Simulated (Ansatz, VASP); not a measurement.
Two plane-wave programs on Ir

INCAR

```
ALGO = Normal ; EDIFF = 1E-7
ENCUT = 520 ; GGA = CA
ISIF = 2 ; ISMEAR = 0
LASPH = True ; LCHARG = False
LREAL = False ; LWAVE = False
NBANDS = 10 ; NELM = 60
PREC = Accurate ; SIGMA = 0.15
```

The input KPOINTS:

```
k-points
0
Gamma
  22 22 22
```

The input POSCAR:

```
Ir
1.0
    0.0000000000      1.8569751089      2.0060902101
    1.8569751089      0.0000000000      2.0060902101
    1.8569751089      1.8569751089      0.0000000000
Ir
1
Direct
    0.0000000000      0.0000000000      0.0000000000
```

Input for Ansatz:

```yaml
crystal:
  lattice:
    - [0.0, 1.8569751089, 2.0060902101]
    - [1.8569751089, 0.0, 2.0060902101]
    - [1.8569751089, 1.8569751089, 0.0]
  atoms:
    - { symbol: Ir, position: [0.0, 0.0, 0.0] }
basis:
  ecutwfc: 420
kpoints:
  mp_grid: { grid: [22, 22, 22] }
hamiltonian:
  xc: lda
  pseudopotentials: { kind: paw, azcp: { folder: soft_1 } }
scf:
  occupations: { method: gaussian, width: 0.15 }
output:
  forces: true
  stress: true
  eigenvalues: true
```

Alike in both runs: task single point; functional LDA; k mesh 22 × 22 × 22; occupations gaussian, width 0.15 eV; no spin polarisation.

|  | VASP | Ansatz |
| --- | --- | --- |
| version | VASP 6.6.1 | Ansatz 0.2.0 |
| potentials or method | VASP PAW LDA potentials, release 64 (Ir), cutoff 520 eV | scalar-relativistic, plane waves, PAW |
| valence electrons in the cell | 9 | 17 |

```tsv
	VASP	Ansatz	Ansatz less VASP
gap on the k mesh at the Fermi level (eV)	none	none	-
pressure (GPa)	4.4	1.7	-2.62
traceless stress, the component that is largest in VASP (GPa)	-20.74	-20.79	-0.052
```

Ansatz warns that its potentials were made for another functional, while VASP's fit it. LDA's correlation is that of Perdew and Zunger in VASP and of Perdew and Wang (1992) in Ansatz. A gap of «none» marks a metal or a gap that the smearing closes. VASP's potentials hold 9 valence electrons a cell and Ansatz's 17, so a difference there can come from the potentials and not from the codes.

Neither program's run includes spin-orbit coupling.
